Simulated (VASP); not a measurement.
Set up this calculation in VASP 6.6.1, as the native input.

* Task: single point
* Functional: PBE
* Potentials or basis: VASP PAW PBE potentials, release 64 (In_d, As)
* Cutoff: 520 eV
* k mesh: 11 × 11 × 11
* Occupations: fermi-dirac, width 0.08 eV
* Spin: no spin polarisation
* Dipole correction: no
* Further INCAR settings: ALGO = Normal; EDIFF = 1e-06; NBANDS = 16

The structure of InAs (zincblende type) lies in POSCAR:

```
InAs
1.0
    0.0000000000      3.0933989628      3.0933989628
    3.0933989628      0.0000000000      3.0933989628
    3.0933989628      3.0933989628      0.0000000000
In As
1 1
Direct
    0.0000000000      0.0000000000      0.0000000000
    0.2500000000      0.2500000000      0.2500000000
```

One way to write it, as run:

INCAR

```
SYSTEM = InAs
PREC = Accurate
ENCUT = 520
EDIFF = 1E-6
ISMEAR = -1
SIGMA = 0.08
LREAL = .False.
LASPH = .True.
NELM = 80
ALGO = Normal
ISIF = 2
LWAVE = .False.
LCHARG = .False.
GGA = PE
NBANDS = 16
```

KPOINTS

```
Automatic mesh
0
Gamma
  11 11 11
  0 0 0
```

Potentials or basis: VASP PAW PBE potentials, release 64 (In_d, As).

Command:

```sh
$ cat potpaw_PBE.64/In_d/POTCAR potpaw_PBE.64/As/POTCAR > POTCAR
$ mpirun -np 1 vasp_std > vasp.out
```

Results of the run:

- Pressure: 0.0 GPa
- Band gap on the k mesh: zero (filled and empty bands touch)

Caveat: spin-orbit coupling is left out, which moves the levels of the heavy elements.

Wall time 44 s on 1 thread of AMD EPYC 9R45 96-Core Processor (Zen 5), on a shared host, peak memory 0.2 GiB.
